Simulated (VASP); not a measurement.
Wanted: the native input for a VASP 6.6.1 run.

```
Task                   : single point
Functional             : LDA
Potentials or basis    : VASP PAW LDA potentials, release 64 (Mo_sv, S)
Cutoff                 : 500 eV
k mesh                 : 9 × 9 × 2
Occupations            : fermi-dirac, width 0.05 eV
Spin                   : no spin polarisation
Dipole correction      : no
Further INCAR settings : ALGO = Normal; EDIFF = 1e-06; NBANDS = 35
```

The structure of MoS2 lies in POSCAR:

```
MoS2
1.0
    3.1690000000      0.0000000000      0.0000000000
   -1.5845000000      2.7444345046      0.0000000000
    0.0000000000      0.0000000000     12.3240000000
Mo S
2 4
Direct
    0.3333333333      0.6666666667      0.2500000000
    0.6666666667      0.3333333333      0.7500000000
    0.3333333333      0.6666666667      0.6230000000
    0.3333333333      0.6666666667      0.8770000000
    0.6666666667      0.3333333333      0.1230000000
    0.6666666667      0.3333333333      0.3770000000
```

One way to write it, as run:

INCAR

```
SYSTEM = MoS2
  PREC = Accurate
  ENCUT = 500
  EDIFF = 1E-6
  ISMEAR = -1
  SIGMA = 0.05
  LREAL = .FALSE.
  LASPH = .TRUE.
  NELM = 120
  ALGO = Normal
  ISIF = 2
  LWAVE = .FALSE.
  LCHARG = .FALSE.
  GGA = CA
  NBANDS = 35
  GGA_COMPAT = .FALSE.
```

KPOINTS

```
Automatic mesh
0
G
  9 9 2
  0 0 0
```

Potentials or basis: VASP PAW LDA potentials, release 64 (Mo_sv, S).

Launch:

```console
$ cat potpaw_LDA.64/Mo_sv/POTCAR potpaw_LDA.64/S/POTCAR > POTCAR
$ mpirun -np 1 vasp_std > vasp.out
```

It gave:

```yaml
Pressure: -5.6 GPa
Largest_force: 0.464 eV/Å
Band_gap_on_the_k_mesh: 0.90 eV (least direct gap 1.66 eV)
```

Caveat: the cell stands under tension.

It took 2.5 min on 1 thread of Intel Xeon 8259CL, with other jobs on the host, peak memory 0.18 GiB.
